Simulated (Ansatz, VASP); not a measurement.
Two plane-wave programs on CuI

```
Cu I
1.0
     4.37554    0.00000    0.00000
    -2.18777    3.78933    0.00000
     0.00000    0.00000    7.25379
Cu I
2 2
Direct
  0.33333 0.66667 0.25000
  0.66667 0.33333 0.75000
  0.66667 0.33333 0.25000
  0.33333 0.66667 0.75000
```

Alike in both runs: task single point; functional r2SCAN; k mesh 6 × 6 × 4; no spin polarisation.

|  | VASP | Ansatz |
| --- | --- | --- |
| version | VASP 6.6.1 | Ansatz 0.2.0 |
| potentials or method | VASP PAW PBE potentials, release 64 (Cu, I) | plane waves, PAW |
| plane-wave cutoff (eV) | 520 | 500 |
| occupations | gaussian, width 0.01 eV | fixed |
| valence electrons in the cell | 36 | 72 |

|  | VASP | Ansatz | Ansatz less VASP |
| --- | --- | --- | --- |
| gap on the k mesh at the Fermi level (eV) | 1.66 | 1.66 | -0.003 |
| pressure (GPa) | -0.1 | 0.0 | +0.04 |

VASP's potentials were made for PBE, not for r2SCAN. VASP's potentials hold 36 valence electrons a cell and Ansatz's 72, so a difference there can come from the potentials and not from the codes.

Spin-orbit coupling is off throughout.
